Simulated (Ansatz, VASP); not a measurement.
BN: VASP beside Ansatz

File POSCAR:

```
BN
1.0
    0.0000000000      1.8353260892      1.7917417124
    1.8353260892      0.0000000000      1.7917417124
    1.8353260892      1.8353260892      0.0000000000
B N
1 1
Direct
    0.0000000000      0.0000000000      0.0000000000
    0.2500000000      0.2500000000      0.2500000000
```

File INCAR.step1:

```
PREC     = Accurate       # precision mode
ENCUT    = 520            # plane-wave cutoff, eV
ISMEAR   = 0              # smearing method
SIGMA    = 0.01           # smearing width, eV
LREAL    = False          # projectors in reciprocal space
LASPH    = True           # aspherical terms in the spheres
NELM     = 80             # most SCF steps
NBANDS   = 11             # bands
GGA      = PE             # functional
ALGO     = Normal         # electronic algorithm
EDIFF    = 1E-4           # SCF threshold, eV
LWAVE    = True           # write WAVECAR
LCHARG   = False          # write CHGCAR
```

The input INCAR.step2:

```
PREC     = Accurate       # precision mode
ENCUT    = 520            # plane-wave cutoff, eV
EDIFF    = 1E-6           # SCF threshold, eV
ISMEAR   = 0              # smearing method
SIGMA    = 0.01           # smearing width, eV
LREAL    = False          # projectors in reciprocal space
LASPH    = True           # aspherical terms in the spheres
NELM     = 80             # most SCF steps
ALGO     = Normal         # electronic algorithm
ISIF     = 2              # what is computed and relaxed
LWAVE    = False          # write WAVECAR
LCHARG   = True           # write CHGCAR
METAGGA  = R2SCAN         # meta-GGA
LMIXTAU  = True         
LELF     = True           # ELF
LVHAR    = True         
NBANDS   = 11             # bands
ISTART   = 1
```

Contents of KPOINTS:

```
Automatic mesh
0
Gamma
  12 12 12
```

Input for Ansatz:

```yaml
crystal:
  lattice:
    - [0.0, 1.8353260892, 1.7917417124]
    - [1.8353260892, 0.0, 1.7917417124]
    - [1.8353260892, 1.8353260892, 0.0]
  atoms:
    - { symbol: B, position: [0.0, 0.0, 0.0] }
    - { symbol: "N", position: [0.25, 0.25, 0.25] }
kpoints:
  mp_grid: { grid: [12, 12, 12] }
  band_path:
    path:
      - [0.0, 0.0, 0.0]
      - [-0.5, -0.5, 0.0]
      - [-0.375, -0.375, 0.25]
      - [-0.375, 0.0, 0.375]
      - [0.0, 0.0, 0.5]
      - [-0.5, -0.25, 0.25]
    npoints: 1
hamiltonian:
  xc: r2scan
scf:
  occupations: { method: fixed }
  n_extra_bands: 4
output:
  forces: true
  stress: true
  eigenvalues: true
```

Change from the starting cell: epitaxial_xy strain +1.7%.

Alike in both runs: task single point; functional r2SCAN; k mesh 12 × 12 × 12; no spin polarisation.

|  | VASP | Ansatz |
| --- | --- | --- |
| version | VASP 6.6.1 | Ansatz 0.2.0 |
| potentials or method | VASP PAW PBE potentials, release 64 (B, N) | plane waves, PAW |
| plane-wave cutoff (eV) | 520 | 500 |
| occupations | gaussian, width 0.01 eV | fixed |
| valence electrons in the cell | 8 | 8 |

Ansatz gave:

* gap on the k mesh at the Fermi level (eV): 4.54
* pressure (GPa): -9.8
* traceless stress, the component that is largest in VASP (GPa): 9.78

Which values does VASP return?

gap on the k mesh at the Fermi level (eV): 4.52; pressure (GPa): -8.8; traceless stress, the component that is largest in VASP (GPa): 9.75.

VASP's potentials were made for PBE, not for r2SCAN.
